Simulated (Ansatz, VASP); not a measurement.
# PIr: VASP beside Ansatz

```
CELL_PARAMETERS angstrom
0.00000 2.36902 2.36902
2.36902 0.00000 2.36902
2.36902 2.36902 0.00000
ATOMIC_POSITIONS crystal
Ir 0.00000 0.00000 0.00000
P 0.50000 0.50000 0.50000
```

Alike in both runs: task relaxation of cell and atoms; functional LDA; k mesh 14 × 14 × 14; occupations fermi-dirac, width 0.08 eV; no spin polarisation.

|  | VASP | Ansatz |
| --- | --- | --- |
| version | VASP 6.6.1 | Ansatz 0.2.0 |
| potentials or method | VASP PAW LDA potentials, release 64 (Ir, P) | PAW with Ansatz's default frozen-core files, scalar-relativistic |
| plane-wave cutoff (eV) | 500 | 420 |
| valence electrons in the cell | 14 | 22 |

Ansatz gave:

| Quantity | Value |
| --- | --- |
| relaxed volume (Å³/atom) | 14.28 |
| relaxed cell length with the largest relative difference (Å) | 3.431 |

Question: Which values does VASP return?

Answer: Relaxed volume (Å³/atom): 14.37; relaxed cell length with the largest relative difference (Å): 3.438.

LDA's correlation is that of Perdew and Zunger in VASP and of Perdew and Wang (1992) in Ansatz. VASP's potentials hold 14 valence electrons a cell and Ansatz's 22, so a difference there can come from the potentials and not from the codes.

Neither program's run includes spin-orbit coupling.
